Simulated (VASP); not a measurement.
# Ti16Si (a cell with a defect) in VASP: notebook

The runs below take Ti16Si (a cell with a defect) through single point, with PBE.

Everything below comes from runs of VASP 6.6.1. Logs are shortened: lines on timing, memory, paths and dates and some standing lists are left out, and cuts for length are marked.

## 1. The cell of the first run

The cell holds a defect, 17 atoms: a = 7.284 Å, b = 7.284 Å, c = 7.284 Å, α = 65.98°, β = 65.98°, γ = 65.98°.

## 2. Single point, PBE (atoms taken out, then relaxed in part)

Input file INCAR:

```
PREC = Accurate ; ENCUT = 520
EDIFF = 1E-7 ; ISMEAR = 0
SIGMA = 0.1 ; LREAL = Auto
LASPH = T ; NELM = 100
ALGO = Normal ; ISIF = 2
LWAVE = F ; LCHARG = F
GGA = PE ; NBANDS = 112
```

Input file KPOINTS:

```
Automatic mesh
0
Gamma
  4 4 4
  0.5 0.5 0.5
```

Input file POSCAR:

```
Ti16Si
1.0
    2.2897681504     -3.9659947741      5.6643452958
    2.2897681504      3.9659947741      5.6643452958
   -4.5795363009      0.0000000000      5.6643452958
Si Ti
1 16
Direct
    0.5067786610      0.5067786610      0.5067786610
    0.6673581236      0.6673581236      0.6673581236
    0.8323945188      0.8323945188      0.8323945188
    1.0007380308      0.0007380308      0.0007380308
    0.1662110446      0.1662110446      0.1662110446
    0.7513307183      0.4165749466      0.0839567337
    0.9075766994      0.5854318756      0.2517221703
    0.0839567337      0.7513307183      0.4165749466
    0.2517221703      0.9075766994      0.5854318756
    0.4165749466      0.0839567337      0.7513307183
    0.5854318756      0.2517221703      0.9075766994
    0.0839567337      0.4165749466      0.7513307183
    0.2517221703      0.5854318756      0.9075766994
    0.4165749466      0.7513307183      0.0839567337
    0.5854318756      0.9075766994      0.2517221703
    0.7513307183      0.0839567337      0.4165749466
    0.9075766994      0.2517221703      0.5854318756
```

Potentials or basis: VASP PAW PBE potentials, release 64 (Si, Ti_sv).

The run is started by

```
> cat potpaw_PBE.64/Si/POTCAR potpaw_PBE.64/Ti_sv/POTCAR > POTCAR
> mpirun -np 1 vasp_std > vasp.out
```

OUTCAR:

```text
PREC = Accurate
   ENCUT = 520
   EDIFF = 1E-7
   ISMEAR = 0
   LREAL = Auto
   LASPH = T
   NELM = 100
   ISIF = 2
   GGA = PE

 ion  position               nearest neighbor table
   1  0.507  0.507  0.507-   2 2.73   7 2.90  15 2.90   9 2.90  17 2.90  11 2.90  13 2.90
   2  0.667  0.667  0.667-   1 2.73   3 2.80
   3  0.832  0.832  0.832-   2 2.80   4 2.86
   4  0.001  0.001  0.001-   5 2.81   3 2.86
   5  0.166  0.166  0.166-   4 2.81
   6  0.751  0.417  0.084-  16 2.64  12 2.64  14 2.66   7 2.79  11 2.87
   7  0.908  0.585  0.252-  15 2.56  17 2.65  13 2.73   6 2.79   8 2.87   1 2.90
   8  0.084  0.751  0.417-  14 2.64  16 2.64  12 2.66   9 2.79   7 2.87
   9  0.252  0.908  0.585-  13 2.56  15 2.65  17 2.73   8 2.79  10 2.87   1 2.90
  10  0.417  0.084  0.751-  12 2.64  14 2.64  16 2.66  11 2.79   9 2.87
  11  0.585  0.252  0.908-  17 2.56  13 2.65  15 2.73  10 2.79   6 2.87   1 2.90
  12  0.084  0.417  0.751-  10 2.64   6 2.64   8 2.66  13 2.79  17 2.87
  13  0.252  0.585  0.908-   9 2.56  11 2.65   7 2.73  12 2.79  14 2.87   1 2.90
  14  0.417  0.751  0.084-   8 2.64  10 2.64   6 2.66  15 2.79  13 2.87
  15  0.585  0.908  0.252-   7 2.56   9 2.65  11 2.73  14 2.79  16 2.87   1 2.90
  16  0.751  0.084  0.417-   6 2.64   8 2.64  10 2.66  17 2.79  15 2.87
  17  0.908  0.252  0.585-  11 2.56   7 2.65   9 2.73  16 2.79  12 2.87   1 2.90

  LATTYP: Found a trigonal (rhomboedric) cell.
 ALAT       =     7.2840208924
 COS(alpha) =     0.4070857267

  Lattice vectors:

 A1 = (   2.2897681504,  -3.9659947741,   5.6643452958)
 A2 = (   2.2897681504,   3.9659947741,   5.6643452958)
 A3 = (  -4.5795363009,   0.0000000000,   5.6643452958)

Analysis of symmetry for initial positions (statically):
=====================================================================
 Subroutine PRICEL returns:
 Original cell was already a primitive cell.

 Routine SETGRP: Setting up the symmetry group for a
 trigonal (rhombohedral) supercell.

 Subroutine GETGRP returns: Found  6 space group operations
 (whereof  6 operations were pure point group operations)
 out of a pool of 12 trial point group operations.

The static configuration has the point symmetry C_3v.

Analysis of symmetry for dynamics (positions and initial velocities):
=====================================================================
 Subroutine PRICEL returns:
 Original cell was already a primitive cell.

 Routine SETGRP: Setting up the symmetry group for a
 trigonal (rhombohedral) supercell.

 Subroutine GETGRP returns: Found  6 space group operations
 (whereof  6 operations were pure point group operations)
 out of a pool of 12 trial point group operations.

The dynamic configuration has the point symmetry C_3v.

 Subroutine INISYM returns: Found  6 space group operations
 (whereof  6 operations are pure point group operations),
 and found     1 'primitive' translations

----------------------------------------------------------------------------------------

                                     Primitive cell

  volume of cell :     308.6346

  direct lattice vectors                    reciprocal lattice vectors
     2.289768150 -3.965994774  5.664345296     0.072787573 -0.126071775  0.058847637
     2.289768150  3.965994774  5.664345296     0.072787573  0.126071775  0.058847637
    -4.579536301  0.000000000  5.664345296    -0.145575146  0.000000000  0.058847637

  length of vectors
     7.284020892  7.284020892  7.284020892     0.157019641  0.157019641  0.157019641

  position of ions in fractional coordinates (direct lattice)
     0.506778661  0.506778661  0.506778661
     0.667358124  0.667358124  0.667358124
     0.832394519  0.832394519  0.832394519
     0.000738031  0.000738031  0.000738031
     0.166211045  0.166211045  0.166211045
     0.751330718  0.416574947  0.083956734
[... 9 lines left out ...]
     0.751330718  0.083956734  0.416574947
     0.907576699  0.251722170  0.585431876

  ion indices of the primitive-cell ions
   primitive index   ion index
                 1           1
                 2           2
                 3           3
                 4           4
                 5           5
                 6           6
[... 9 lines left out ...]
                16          16
                17          17

----------------------------------------------------------------------------------------

 KPOINTS: Automatic mesh

Automatic generation of k-mesh.
 Grid dimensions read from file:
 generate k-points for:    4    4    4

 Generating k-lattice:

  Cartesian coordinates                     Fractional coordinates (reciprocal lattice)
     0.018196893 -0.031517944  0.014711909     0.250000000  0.000000000  0.000000000
     0.018196893  0.031517944  0.014711909     0.000000000  0.250000000  0.000000000
    -0.036393787  0.000000000  0.014711909     0.000000000  0.000000000  0.250000000

  Length of vectors
     0.039254910  0.039254910  0.039254910

  Shift w.r.t. Gamma in fractional coordinates (k-lattice)
     0.500000000  0.500000000  0.500000000

 Subroutine IBZKPT returns following result:
 ===========================================

 Found     10 irreducible k-points:

 Following reciprocal coordinates:
            Coordinates               Weight
  0.125000  0.125000  0.125000      2.000000
  0.375000  0.125000  0.125000      6.000000
 -0.375000  0.125000  0.125000      6.000000
 -0.125000  0.125000  0.125000      6.000000
  0.375000  0.375000  0.125000      6.000000
 -0.375000  0.375000  0.125000     12.000000
 -0.125000  0.375000  0.125000     12.000000
 -0.375000 -0.375000  0.125000      6.000000
  0.375000  0.375000  0.375000      2.000000
 -0.375000  0.375000  0.375000      6.000000
   k-points           NKPTS =     10   k-points in BZ     NKDIM =     10   number of bands    NBANDS=    112
   number of dos      NEDOS =    301   number of ions     NIONS =     17
   total plane-waves  NPLWV = 157464
   dimension x,y,z NGX =    54 NGY =   54 NGZ =   54
   dimension x,y,z NGXF=   108 NGYF=  108 NGZF=  108
   ions per type =               1  16
   NGX,Y,Z   is equivalent  to a cutoff of  12.32, 12.32, 12.32 a.u.
   NGXF,Y,Z  is equivalent  to a cutoff of  24.65, 24.65, 24.65 a.u.
 SYSTEM =  unknown system
   PREC   = accura    normal or accurate (medium, high low for compatibility)
   ISTART =      0    job   : 0-new  1-cont  2-samecut
   ICHARG =      2    charge: 1-file 2-atom 10-const
   ISPIN  =      1    spin polarized calculation?
   LNONCOLLINEAR =      F non collinear calculations
   LSORBIT =      F    spin-orbit coupling
   LASPH  =      T    aspherical Exc in radial PAW
   ENCUT  =  520.0 eV  38.22 Ry    6.18 a.u.  13.54 13.54 13.54*2*pi/ulx,y,z
   NELM   =    100;   NELMIN=  2; NELMDL= -5     # of ELM steps
   EDIFF  = 0.1E-06   stopping-criterion for ELM
   LREAL  =      T    real-space projection
   EDIFFG = 0.1E-05   stopping-criterion for IOM
   NSW    =      0    number of steps for IOM
   IBRION =     -1    ionic relax: 0-MD 1-quasi-New 2-CG
   NFREE  =      0    steps in history (QN), initial steepest desc. (CG)
   ISIF   =      2    stress and relaxation
   ISYM   =      2    0-nonsym 1-usesym 2-fastsym
   POTIM  = 0.5000    time-step for ionic-motion
   TEBEG  =    0.0;   TEEND  =   0.0 temperature during run
   PSTRESS=    0.0 pullay stress
   NELECT =     196.0000    total number of electrons
   NUPDOWN=      -1.0000    fix difference up-down
   EMIN   =  10.00;   EMAX   =-10.00  energy-range for DOS
   EFERMI =   0.00;   METHOD = LEGACY
   ISMEAR =     0;   SIGMA  =   0.10  broadening in eV -4-tet -1-fermi 0-gaus
   EFERMI_NEDOS =   21; number of points for ismear=-14 and -15
   IALGO  =     38    algorithm
   IMIX   =      4    mixing-type and parameters
     AMIX     =   0.40;   BMIX     =  1.00
     AMIX_MAG =   1.60;   BMIX_MAG =  1.00
  volume/ion in A,a.u.               =      18.15       122.52
  Fermi-wavevector in a.u.,A,eV,Ry     =   1.407166  2.659158 26.941114  1.980116
  Thomas-Fermi vector in A             =   2.529453
   LORBIT       =      0    0 simple, 1 ext, 2 COOP (PROOUT), +10 PAW based schemes
   GGA     = PE    functional components
   LHFCALC =     F    Hartree Fock is set to
   AEXX    =    0.0000 exact exchange contribution
   IVDW    =     0    specifies the selected vdW correction
   LEPSILON=     F    determine dielectric tensor
   LRPA    =     F    only Hartree local field effects (RPA)
 non-spin polarized calculation
 Gauss-broadening in eV      SIGMA  =   0.10
  energy-cutoff  :      520.00
  volume of cell :      308.63
 maximum number of plane-waves:      8334
 NGX is ok and might be reduce to    54
   NGX = 27   NGY = 27   NGZ = 27

 number of electron     195.9999971 magnetization

 Free energy of the ion-electron system (eV)
  ---------------------------------------------------
  ext. energy  EPLUGINS =         0.00000000
  ---------------------------------------------------
  free energy    TOTEN  =      -128.90458139 eV

  energy without entropy =     -128.79866892  energy(sigma->0) =     -128.85162515

 E-fermi :   7.6088     XC(G=0): -11.1509

 val. band max:        7.6082383986   @ k =  -0.3750  -0.3750   0.1250
 cond. band min:       7.6118070284   @ k =  -0.3750   0.3750   0.3750
 fundamental gap:      0.0035686298
 Fermi energy:         7.6087841903

 k-point     1 :       0.1250    0.1250    0.1250
  band No.  band energies     occupation
      1     -49.2223      2.00000
      2     -49.1644      2.00000
      3     -49.1296      2.00000
      4     -49.0837      2.00000
      5     -49.0346      2.00000
      6     -48.9619      2.00000
[... 102 lines left out ...]
    109       8.3734      0.00000
    110       8.5100      0.00000

 k-point     2 :       0.3750    0.1250    0.1250
  band No.  band energies     occupation
      1     -49.2214      2.00000
      2     -49.1635      2.00000
      3     -49.1296      2.00000
      4     -49.0836      2.00000
      5     -49.0293      2.00000
      6     -48.9909      2.00000
[... 896 lines left out ...]
 k-point    10 :      -0.3750    0.3750    0.3750
  band No.  band energies     occupation
      1     -49.2204      2.00000
      2     -49.1622      2.00000
      3     -49.1307      2.00000
      4     -49.0842      2.00000
      5     -49.0267      2.00000
      6     -48.9909      2.00000
[... 102 lines left out ...]
    109       8.6441      0.00000
    110       8.7002      0.00000
 [bands above 110 left out]

------------------------ aborting loop because EDIFF is reached ----------------------------------------

  FORCE on cell =-STRESS in cart. coord.  units (eV):
  Direction    XX          YY          ZZ          XY          YZ          ZX
  --------------------------------------------------------------------------------------
  -------------------------------------------------------------------------------------
  Total       -6.9649438     -6.9649438     -9.2138802      0.0000000      0.0000000      0.0000000
  in kB      -36.1562664    -36.1562664    -47.8308971      0.0000000      0.0000000      0.0000000
  external PRESSURE =     -40.0478100 kB  Pullay stress =       0.0000000 kB

 VOLUME and BASIS-vectors are now :
 -----------------------------------------------------------------------------
  energy-cutoff  :      520.00
  volume of cell :      308.63
      direct lattice vectors                 reciprocal lattice vectors
     2.289768150 -3.965994774  5.664345296     0.072787573 -0.126071775  0.058847637
     2.289768150  3.965994774  5.664345296     0.072787573  0.126071775  0.058847637
    -4.579536301  0.000000000  5.664345296    -0.145575146  0.000000000  0.058847637

 POSITION                                       TOTAL-FORCE (eV/Angst)
 -----------------------------------------------------------------------------------
     -0.00000      0.00000      8.61171         0.000000     -0.000000     -0.002177
     -0.00000      0.00000     11.34044        -0.000000     -0.000000      0.012225
     -0.00000      0.00000     14.14491         0.000000     -0.000000     -0.002112
     -0.00000      0.00000      0.01254        -0.000000     -0.000000      0.000899
     -0.00000      0.00000      2.82443        -0.000000     -0.000000      0.001341
      2.28975     -1.32764      7.09098         0.014995      0.001776     -0.012725
[... 9 lines left out ...]
      0.00489     -2.64680      7.09098        -0.009036     -0.012098     -0.012725
     -0.02648     -2.60112      9.88276        -0.000021     -0.005855      0.011029
 -----------------------------------------------------------------------------------
    total drift:                               -0.000000     -0.000000     -0.065213

  FREE ENERGIE OF THE ION-ELECTRON SYSTEM (eV)
  ---------------------------------------------------
  free  energy   TOTEN  =      -128.9045813864 eV

  energy  without entropy=     -128.7986689210  energy(sigma->0) =     -128.85162515
```

It took 14 min on 1 thread of Intel Xeon Platinum 8259CL at 2.50GHz (Skylake/Cascade Lake), shared host; peak memory 0.5 GiB.

Results:

| Item | Value |
| --- | --- |
| Free energy | -128.9046 eV |
| Pressure | -4.0 GPa |
| Largest force | 0.020 eV/Å |
| Band gap on the k mesh | zero (bands 98 and 99 overlap by 0.03 eV) |

Forces in eV/Å, atoms in the order of the input:
```
Si   0.000  0.000 -0.002
Ti   0.000  0.000  0.012
Ti   0.000  0.000 -0.002
Ti   0.000  0.000  0.001
Ti   0.000  0.000  0.001
Ti   0.015  0.002 -0.013
Ti   0.005 -0.003  0.011
Ti  -0.009  0.012 -0.013
Ti   0.000  0.006  0.011
Ti  -0.006 -0.014 -0.013
Ti  -0.005 -0.003  0.011
Ti  -0.006  0.014 -0.013
Ti  -0.005  0.003  0.011
Ti   0.015 -0.002 -0.013
Ti   0.005  0.003  0.011
Ti  -0.009 -0.012 -0.013
Ti   0.000 -0.006  0.011
```

Stress tensor (GPa, compression positive):
```
-3.62  0.00  0.00
 0.00 -3.62  0.00
 0.00  0.00 -4.78
```

Caveat: the cell differs from its parent crystal (atoms taken out, then relaxed in part).

## 3. Single point, PBE

Input file INCAR:

```
ALGO     = Normal         # electronic algorithm
EDIFF    = 1E-7           # SCF threshold, eV
ENCUT    = 520            # plane-wave cutoff, eV
GGA      = PE             # functional
ISIF     = 2              # what is computed and relaxed
ISMEAR   = 0              # smearing method
LASPH    = T              # aspherical terms in the spheres
LCHARG   = F              # write CHGCAR
LREAL    = Auto         
LWAVE    = F              # write WAVECAR
NBANDS   = 112            # bands
NELM     = 60             # most SCF steps
PREC     = Accurate       # precision mode
SIGMA    = 0.1            # smearing width, eV
```

KPOINTS is that of step 2.

Input file POSCAR:

```
Ti16Si
1.0
    2.2897681504     -3.9659947741      5.6643452958
    2.2897681504      3.9659947741      5.6643452958
   -4.5795363009      0.0000000000      5.6643452958
Si Ti
1 16
Direct
    0.3265546567      0.3265546567      0.3265546567
    0.6671222891      0.6671222891      0.6671222891
    0.8325953110      0.8325953110      0.8325953110
    1.0009388553      0.0009387984      0.0009388597
    0.1659751688      0.1659751688      0.1659751688
    0.7493765818      0.4167583926      0.0820025650
    0.9257566043      0.5816111685      0.2479014561
    0.0820025984      0.7493766498      0.4167582912
    0.2479014248      0.9257565793      0.5816112249
    0.4167584320      0.0820025699      0.7493765376
    0.5816111270      0.2479014084      0.9257566936
    0.0820025699      0.4167584320      0.7493765376
    0.2479014084      0.5816111270      0.9257566936
    0.4167583926      0.7493765818      0.0820025650
    0.5816111685      0.9257566043      0.2479014561
    0.7493766498      0.0820025984      0.4167582912
    0.9257565793      0.2479014248      0.5816112249
```

Potentials or basis: VASP PAW PBE potentials, release 64 (Si, Ti_sv).

The run is started by

```
> cat potpaw_PBE.64/Si/POTCAR potpaw_PBE.64/Ti_sv/POTCAR > POTCAR
> mpirun -np 1 vasp_std > vasp.out
```

Run time: 15 min. Hardware: 1 thread of Intel Xeon Platinum 8259CL at 2.50GHz (Skylake/Cascade Lake), shared host; peak memory 0.5 GiB.

The run converged. Its results:

```
Free energy            : -128.9046 eV
Pressure               : -4.0 GPa
Largest force          : 0.020 eV/Å
Band gap on the k mesh : zero (bands 98 and 99 overlap by 0.03 eV)
```

Forces in eV/Å, atoms in the order of the input:
```
Si   0.000  0.000  0.002
Ti   0.000  0.000 -0.001
Ti   0.000  0.000 -0.001
Ti   0.000  0.000  0.002
Ti   0.000  0.000 -0.012
Ti   0.006 -0.014  0.013
Ti   0.000  0.006 -0.011
Ti   0.009  0.012  0.013
Ti  -0.005 -0.003 -0.011
Ti  -0.015  0.002  0.013
Ti   0.005 -0.003 -0.011
Ti  -0.015 -0.002  0.013
Ti   0.005  0.003 -0.011
Ti   0.006  0.014  0.013
Ti   0.000 -0.006 -0.011
Ti   0.009 -0.012  0.013
Ti  -0.005  0.003 -0.011
```

Stress tensor (GPa, compression positive):
```
-3.61  0.00  0.00
 0.00 -3.61  0.00
 0.00  0.00 -4.78
```

Levels at points of the mesh, in eV from the Fermi level:
```tsv
k point	band 95	band 96	band 97	band 98	band 99	band 100	band 101	band 102
(0.12, 0.12, 0.12)	-0.15	-0.15	-0.02	-0.02	0.14	0.15	0.15	0.39
```
